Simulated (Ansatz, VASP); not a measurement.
## Two plane-wave programs on Al12H

```
CELL_PARAMETERS angstrom
5.71352 0.00000 0.00000
-2.85676 4.94805 0.00000
0.00000 0.00000 21.60138
ATOMIC_POSITIONS crystal
Al 0.33333 0.16667 0.18517
Al 0.33333 0.66667 0.18517
Al 0.83333 0.16667 0.18517
Al 0.83333 0.66667 0.18517
Al 0.16667 0.33333 0.29168
Al 0.16667 0.83333 0.29168
Al 0.66667 0.33333 0.29168
Al 0.66667 0.83333 0.29168
Al 0.00000 0.00000 0.39819
Al 0.00000 0.50000 0.39819
Al 0.50000 0.00000 0.39819
Al 0.50000 0.50000 0.39819
H 0.16667 0.83333 0.54957
```

Alike in both runs: task single point; functional PBE; k mesh 6 × 6 × 1; occupations gaussian, width 0.1 eV; collinear spin.

```csv
,VASP,Ansatz
version,VASP 6.6.1,Ansatz 0.2.0
potentials or method,"VASP PAW PBE potentials, release 64 (Al, H), cutoff 520 eV","scalar-relativistic, plane waves, PAW"
valence electrons in the cell,37,37
```

|  | VASP | Ansatz | Ansatz less VASP |
| --- | --- | --- | --- |
| gap on the k mesh at the Fermi level (eV) | none | none | - |
| rms of the force components (eV/Å) | 0.014 | 0.014 | 0.0000 |
| net moment per atom (μB) | 0.08 | 0.08 | 0.000 |
| size of the moment on the site where the two differ most (μB) | 0.37 | 0.91 | +0.538 |
| work function, face that differs most (eV) | 3.92 | 3.92 | -0.003 |

Site moments also hang on the region over which each program counts them. Atom by atom the forces differ by 0.000 eV/Å (rms over components). A gap of «none» marks a metal or a gap that the smearing closes. Ansatz's warnings: stability check not made.
